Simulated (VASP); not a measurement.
# Mg63Si32W (a cell with a defect) in VASP: single point with PBEsol

Aim: the single point of Mg63Si32W (a cell with a defect) with PBEsol.

All numbers are computed with VASP 6.6.1; they aren't measurements. Logs are shortened: lines on timing, memory, paths and dates and some standing lists are left out, and cuts for length are marked.

### Step 1. The cell of the first run

The cell holds a defect, 96 atoms: a = 12.649 Å, b = 12.649 Å, c = 12.649 Å, α = 90.00°, β = 90.00°, γ = 90.00°.

### Step 2. Single point, PBEsol

INCAR reads:

```
PREC = Accurate ; ENCUT = 520
EDIFF = 1E-6 ; ISMEAR = -1
SIGMA = 0.05 ; LREAL = Auto
LASPH = True ; NELM = 80
ALGO = Normal ; ISIF = 2
LWAVE = False ; LCHARG = False
GGA = PS ; NELECT = 266.0
ISYM = 0 ; NBANDS = 188
```

KPOINTS reads:

```
Automatic mesh
0
Gamma
  1 1 1
  0.25 0.25 0.25
```

POSCAR reads:

```
Mg63Si32W
1.0
   12.6494980000      0.0000000000      0.0000000000
    0.0000000000     12.6494980000      0.0000000000
    0.0000000000      0.0000000000     12.6494980000
Mg W Si
63 1 32
Direct
    0.3747390000      0.1253320000      0.1257410000
    0.3749530000      0.1253060000      0.6252690000
    0.3749620000      0.6248630000      0.1255910000
    0.8753460000      0.1252380000      0.1256260000
    0.8754130000      0.1253750000      0.6250170000
    0.8754200000      0.6246430000      0.1257070000
    0.8753980000      0.6249120000      0.6252250000
    0.1249260000      0.3748680000      0.1252790000
    0.1240150000      0.3738890000      0.6224960000
    0.1249170000      0.8752960000      0.1258720000
    0.1240580000      0.8753120000      0.6281280000
    0.6253880000      0.3748710000      0.1259350000
    0.6254490000      0.3739520000      0.6281960000
    0.6255930000      0.8755600000      0.1253660000
    0.6264360000      0.8763890000      0.6215130000
    0.1249020000      0.1248950000      0.3752280000
    0.1249390000      0.1255490000      0.8756710000
    0.1240610000      0.6221290000      0.3744080000
    0.1240150000      0.6278110000      0.8758260000
    0.6253750000      0.1255730000      0.3752000000
    0.6256030000      0.1250100000      0.8759010000
    0.6255130000      0.6278310000      0.3742970000
    0.6263800000      0.6211160000      0.8766990000
    0.1238400000      0.1250350000      0.1254360000
    0.1251770000      0.1248140000      0.6252100000
    0.1251920000      0.6248600000      0.1253320000
    0.1232320000      0.6249640000      0.6255700000
    0.6259200000      0.1250460000      0.1254090000
    0.6246100000      0.1251060000      0.6251250000
    0.6246230000      0.6247690000      0.1254430000
    0.6266670000      0.6241850000      0.6245290000
    0.3721950000      0.3739970000      0.3743820000
    0.3778600000      0.3738870000      0.8758330000
    0.3779070000      0.8754380000      0.3742780000
    0.3712230000      0.8763150000      0.8766740000
    0.8749840000      0.3748360000      0.3751920000
    0.8756140000      0.3748850000      0.8756570000
    0.8756570000      0.8752990000      0.3752360000
    0.8750620000      0.8755220000      0.8758970000
    0.3749190000      0.3750940000      0.1253190000
    0.3751350000      0.3731860000      0.6255470000
    0.3748260000      0.8745410000      0.1254450000
    0.3742750000      0.8765120000      0.6244840000
    0.8751450000      0.3737720000      0.1254140000
    0.8749500000      0.3751350000      0.6251910000
    0.8750850000      0.8758130000      0.1254060000
    0.8751780000      0.8745780000      0.6251520000
    0.3748990000      0.1249000000      0.3754730000
    0.3748440000      0.1250550000      0.8749240000
    0.3752360000      0.6251180000      0.3734260000
    0.3741950000      0.6240700000      0.8768260000
    0.8751210000      0.1250340000      0.3741270000
    0.8751110000      0.1250360000      0.8761990000
    0.8749980000      0.6248220000      0.3754390000
    0.8751280000      0.6247770000      0.8748780000
    0.1243320000      0.3742370000      0.3746110000
    0.1267280000      0.3766800000      0.8731550000
    0.1267210000      0.8728460000      0.3769440000
    0.1241380000      0.8755410000      0.8758540000
    0.6228790000      0.3767030000      0.3770390000
    0.6255950000      0.3740490000      0.8759230000
    0.6256460000      0.8755580000      0.3744170000
    0.6236880000      0.8736170000      0.8739840000
    0.3750920000      0.6249440000      0.6253110000
    0.0000650000      0.0000270000      0.0004050000
    0.0009960000      0.9989420000      0.5005300000
    0.0009960000      0.5001670000      0.9993280000
    0.0000730000      0.5003310000      0.5007140000
    0.5001330000      0.9986710000      0.9990290000
    0.4994820000      0.9998900000      0.5008600000
    0.4994520000      0.5004960000      0.0002480000
    0.4885210000      0.5098420000      0.5102000000
    0.2502100000      0.2509130000      0.9993420000
    0.2504250000      0.2499770000      0.5007190000
    0.2506040000      0.7493910000      0.0002370000
    0.2599310000      0.7383420000      0.5101900000
    0.7501350000      0.2499940000      0.0004350000
    0.7490210000      0.2509350000      0.5005160000
    0.7487130000      0.7500480000      0.9990070000
    0.7499850000      0.7494060000      0.5008660000
    0.2502160000      0.9989560000      0.2512810000
    0.2505910000      0.9998710000      0.7497470000
    0.2504160000      0.5003550000      0.2503630000
    0.2599050000      0.5098060000      0.7387660000
    0.7501430000      0.0000640000      0.2503530000
    0.7487280000      0.9986700000      0.7504250000
    0.7490440000      0.5001590000      0.2512820000
    0.7499520000      0.5004960000      0.7497480000
    0.0000600000      0.2499790000      0.2503510000
    0.0009730000      0.2509040000      0.7506550000
    0.0009810000      0.7502900000      0.2512720000
    0.0002670000      0.7496730000      0.7500250000
    0.5003590000      0.2509320000      0.2512970000
    0.4997440000      0.2501910000      0.7500370000
    0.4997670000      0.7496920000      0.2505110000
    0.4880830000      0.7379670000      0.7383160000
```

Potentials or basis: VASP PAW PBE potentials, release 64 (Mg, W_sv, Si).

Run with:

```
$ cat potpaw_PBE.64/Mg/POTCAR potpaw_PBE.64/W_sv/POTCAR potpaw_PBE.64/Si/POTCAR > POTCAR
$ mpirun -np 1 vasp_std > vasp.out
```

OUTCAR:

```text
PREC = Accurate
   ENCUT = 520
   EDIFF = 1E-6
   ISMEAR = -1
   LREAL = Auto
   LASPH = True
   NELM = 80
   ISIF = 2
   GGA = PS
   NELECT = 266.0
   ISYM = 0

 ion  position               nearest neighbor table
   1  0.375  0.125  0.126-  81 2.75  73 2.75  93 2.75  69 2.77  48 3.16  40 3.16  42 3.17  49 3.17
                            24 3.17  28 3.18
   2  0.375  0.125  0.625-  74 2.73  82 2.73  70 2.73  94 2.73  41 3.14  43 3.15  49 3.16  29 3.16
                            25 3.16  48 3.16
   3  0.375  0.625  0.126-  83 2.73  71 2.73  75 2.73  95 2.74  50 3.13  51 3.15  30 3.16  42 3.16
                            40 3.16  26 3.16
   4  0.875  0.125  0.126-  89 2.73  85 2.74  65 2.74  77 2.74  24 3.14  52 3.14  44 3.14  46 3.16
                            28 3.16  53 3.16
   5  0.875  0.125  0.625-  78 2.75  66 2.75  90 2.75  86 2.77  45 3.16  25 3.16  47 3.17  29 3.17
                            52 3.17  53 3.18
   6  0.875  0.625  0.126-  67 2.75  87 2.75  91 2.75  79 2.77  54 3.16  26 3.16  30 3.17  55 3.17
                            44 3.17  46 3.18
   7  0.875  0.625  0.625-  68 2.73  80 2.73  88 2.73  92 2.73  27 3.13  31 3.15  55 3.16  47 3.16
                            45 3.16  54 3.16
   8  0.125  0.375  0.125-  89 2.74  73 2.74  67 2.74  83 2.75  56 3.15  44 3.16  24 3.16  26 3.16
                            40 3.16  57 3.19
   9  0.124  0.374  0.622-  74 2.72  68 2.72  90 2.73  84 2.84  56 3.14  45 3.15  25 3.15  57 3.17
[... 171 lines left out ...]
  95  0.500  0.750  0.251-  34 2.71  22 2.71  50 2.72   3 2.74  30 2.74  42 2.74  62 2.74  14 2.75

  96  0.488  0.738  0.738-  64 2.48  31 2.69  43 2.69  51 2.69  23 2.88  35 2.88  15 2.88  63 2.97

IMPORTANT INFORMATION: All symmetrisations will be switched off!
NOSYMM: (Re-)initialisation of all symmetry stuff for point group C_1.

----------------------------------------------------------------------------------------

                                     Primitive cell

  volume of cell :    2024.0436

  direct lattice vectors                    reciprocal lattice vectors
    12.649498000  0.000000000  0.000000000     0.079054521  0.000000000  0.000000000
     0.000000000 12.649498000  0.000000000     0.000000000  0.079054521  0.000000000
     0.000000000  0.000000000 12.649498000     0.000000000  0.000000000  0.079054521

  length of vectors
    12.649498000 12.649498000 12.649498000     0.079054521  0.079054521  0.079054521

  position of ions in fractional coordinates (direct lattice)
     0.374739000  0.125332000  0.125741000
     0.374953000  0.125306000  0.625269000
     0.374962000  0.624863000  0.125591000
     0.875346000  0.125238000  0.125626000
     0.875413000  0.125375000  0.625017000
     0.875420000  0.624643000  0.125707000
[... 224 lines left out ...]
   TEBEG  =    0.0;   TEEND  =   0.0 temperature during run
   PSTRESS=    0.0 pullay stress
   NELECT =     266.0000    total number of electrons
   NUPDOWN=      -1.0000    fix difference up-down
   EMIN   =  10.00;   EMAX   =-10.00  energy-range for DOS
   EFERMI =   0.00;   METHOD = LEGACY
   ISMEAR =    -1;   SIGMA  =   0.05  broadening in eV -4-tet -1-fermi 0-gaus
   EFERMI_NEDOS =   21; number of points for ismear=-14 and -15
   IALGO  =     38    algorithm
   IMIX   =      4    mixing-type and parameters
     AMIX     =   0.40;   BMIX     =  1.00
     AMIX_MAG =   1.60;   BMIX_MAG =  1.00
  volume/ion in A,a.u.               =      21.08       142.28
  Fermi-wavevector in a.u.,A,eV,Ry     =   0.832330  1.572875  9.425746  0.692773
  Thomas-Fermi vector in A             =   1.945367
   LORBIT       =      0    0 simple, 1 ext, 2 COOP (PROOUT), +10 PAW based schemes
   GGA     = PS    functional components
   LHFCALC =     F    Hartree Fock is set to
   AEXX    =    0.0000 exact exchange contribution
   IVDW    =     0    specifies the selected vdW correction
   LEPSILON=     F    determine dielectric tensor
   LRPA    =     F    only Hartree local field effects (RPA)
 non-spin polarized calculation
  energy-cutoff  :      520.00
  volume of cell :     2024.04
 maximum number of plane-waves:     54486
 NGX is ok and might be reduce to    96
   NGX = 47   NGY = 47   NGZ = 47

 number of electron     265.9999995 magnetization

 Free energy of the ion-electron system (eV)
  ---------------------------------------------------
  ext. energy  EPLUGINS =         0.00000000
  ---------------------------------------------------
  free energy    TOTEN  =      -326.62129397 eV

  energy without entropy =     -326.44772704  energy(sigma->0) =     -326.53451050

 E-fermi :   3.8291     XC(G=0):  -8.9318

 val. band max:        3.3684211311   @ k =  -0.2500  -0.2500   0.2500
 cond. band min:       3.8340215299   @ k =   0.2500  -0.2500   0.2500
 fundamental gap:      0.4656003988
 Fermi energy:         3.8291339856

 k-point     1 :       0.2500    0.2500    0.2500
  band No.  band energies     occupation
      1     -70.2696      2.00000
      2     -34.4857      2.00000
      3     -34.4782      2.00000
      4     -34.4779      2.00000
      5      -5.4312      2.00000
      6      -5.1149      2.00000
[... 581 lines left out ...]
    144       4.9172      0.00000
    145       5.0108      0.00000
 [bands above 145 left out]

------------------------ aborting loop because EDIFF is reached ----------------------------------------

  FORCE on cell =-STRESS in cart. coord.  units (eV):
  Direction    XX          YY          ZZ          XY          YZ          ZX
  --------------------------------------------------------------------------------------
  -------------------------------------------------------------------------------------
  Total      -16.3819892    -16.3845541    -16.3937604      0.0608941      0.0568288      0.0598774
  in kB      -12.9675325    -12.9695628    -12.9768502      0.0482021      0.0449841      0.0473973
  external PRESSURE =     -12.9713152 kB  Pullay stress =       0.0000000 kB

 VOLUME and BASIS-vectors are now :
 -----------------------------------------------------------------------------
  energy-cutoff  :      520.00
  volume of cell :     2024.04
      direct lattice vectors                 reciprocal lattice vectors
    12.649498000  0.000000000  0.000000000     0.079054521  0.000000000  0.000000000
     0.000000000 12.649498000  0.000000000     0.000000000  0.079054521  0.000000000
     0.000000000  0.000000000 12.649498000     0.000000000  0.000000000  0.079054521

 POSITION                                       TOTAL-FORCE (eV/Angst)
 -----------------------------------------------------------------------------------
      4.74026      1.58539      1.59056         0.020431     -0.028129     -0.030406
      4.74297      1.58506      7.90934         0.004926     -0.019291      0.003160
      4.74308      7.90420      1.58866         0.004395      0.005428     -0.016798
     11.07269      1.58420      1.58911        -0.022319     -0.021525     -0.023017
     11.07353      1.58593      7.90615        -0.029231     -0.029279      0.020218
     11.07362      7.90142      1.59013        -0.029641      0.021540     -0.030539
[... 88 lines left out ...]
      6.32180      9.48323      3.16884        -0.008913     -0.009320     -0.015407
      6.17400      9.33491      9.33933         0.098646      0.099078      0.101295
 -----------------------------------------------------------------------------------
    total drift:                                0.004939      0.003332      0.000531

  FREE ENERGIE OF THE ION-ELECTRON SYSTEM (eV)
  ---------------------------------------------------
  free  energy   TOTEN  =      -326.6212939673 eV

  energy  without entropy=     -326.4477270377  energy(sigma->0) =     -326.53451050
```

It took 54 min on 1 thread of Intel Xeon Platinum 8259CL at 2.50GHz (Skylake/Cascade Lake), shared host; peak memory 2.2 GiB.

What came out:

```
Free energy   : -326.6213 eV
Largest force : 0.209 eV/Å
```

Forces on the atoms (eV/Å):
```
Mg   0.020 -0.028 -0.030
Mg   0.005 -0.019  0.003
Mg   0.004  0.005 -0.017
Mg  -0.022 -0.022 -0.023
Mg  -0.029 -0.029  0.020
Mg  -0.030  0.022 -0.031
Mg  -0.020  0.004  0.004
Mg  -0.008 -0.009 -0.024
Mg  -0.007 -0.007 -0.021
Mg  -0.007  0.001 -0.026
Mg   0.003  0.025 -0.001
Mg   0.001 -0.008 -0.027
Mg   0.024  0.003 -0.002
Mg  -0.012 -0.013 -0.020
Mg  -0.025 -0.027  0.034
Mg  -0.008 -0.023 -0.008
Mg  -0.007 -0.026  0.002
Mg  -0.008 -0.019 -0.010
Mg   0.003  0.000  0.022
Mg   0.002 -0.026 -0.006
Mg  -0.013 -0.018 -0.013
Mg   0.023  0.000  0.004
Mg  -0.024  0.035 -0.025
Mg   0.012 -0.004 -0.006
Mg   0.009 -0.001  0.013
Mg   0.008  0.013 -0.006
Mg  -0.007 -0.006 -0.017
Mg   0.014 -0.007 -0.008
Mg   0.012 -0.009  0.023
Mg   0.012  0.023 -0.009
Mg  -0.006  0.014  0.013
Mg  -0.020 -0.008 -0.008
Mg   0.000  0.005  0.022
Mg  -0.002  0.022  0.004
Mg   0.035 -0.025 -0.024
Mg  -0.024 -0.009 -0.007
Mg  -0.026 -0.007  0.002
Mg  -0.027  0.002 -0.007
Mg  -0.018 -0.013 -0.013
Mg   0.013  0.008 -0.005
Mg  -0.009 -0.009 -0.017
Mg   0.024  0.012 -0.010
Mg   0.013 -0.005  0.014
Mg  -0.005  0.011 -0.005
Mg  -0.003  0.007  0.014
Mg  -0.007  0.015 -0.008
Mg  -0.009  0.011  0.022
Mg   0.014 -0.003  0.009
Mg   0.022 -0.008  0.012
Mg  -0.013 -0.012 -0.005
Mg   0.016  0.018 -0.003
Mg  -0.005 -0.004  0.012
Mg  -0.008 -0.007  0.015
Mg  -0.004  0.014  0.010
Mg  -0.008  0.022  0.013
Mg   0.011  0.011  0.011
Mg   0.008  0.007  0.033
Mg   0.009  0.029  0.011
Mg   0.013  0.012  0.013
Mg   0.031  0.007  0.009
Mg   0.012  0.013  0.011
Mg   0.012  0.012  0.013
Mg  -0.023 -0.023 -0.023
W   -0.124 -0.120 -0.118
Si   0.003  0.007  0.007
Si   0.017 -0.004 -0.019
Si   0.016 -0.019 -0.004
Si   0.007  0.000  0.002
Si  -0.024  0.025  0.027
Si  -0.006  0.000 -0.023
Si  -0.006 -0.023 -0.001
Si   0.039  0.051  0.051
Si  -0.018  0.016 -0.003
Si   0.000  0.008  0.003
Si  -0.023 -0.007 -0.001
Si   0.052  0.041  0.053
Si   0.006  0.004  0.006
Si  -0.003  0.016 -0.019
Si   0.026 -0.024  0.027
Si  -0.001 -0.006 -0.023
Si  -0.018 -0.004  0.016
Si  -0.021 -0.002 -0.006
Si   0.002  0.001  0.008
Si   0.052  0.051  0.042
Si   0.006  0.005  0.004
Si   0.027  0.027 -0.024
Si  -0.003 -0.019  0.017
Si   0.000 -0.020 -0.005
Si   0.005  0.005  0.006
Si   0.008  0.007 -0.030
Si   0.007 -0.032  0.008
Si  -0.017 -0.010 -0.008
Si  -0.030  0.006  0.007
Si  -0.010 -0.017 -0.007
Si  -0.009 -0.009 -0.015
Si   0.099  0.099  0.101
```

Caveat: the cell carries a net charge on a neutralising background, which shifts energy and pressure; the cell is charged against a uniform background, so pressure and absolute levels hang on convention; the PAW data sets were made with another functional, which shifts forces and pressure a little; spin-orbit coupling is left out, which moves the levels of the heavy elements.
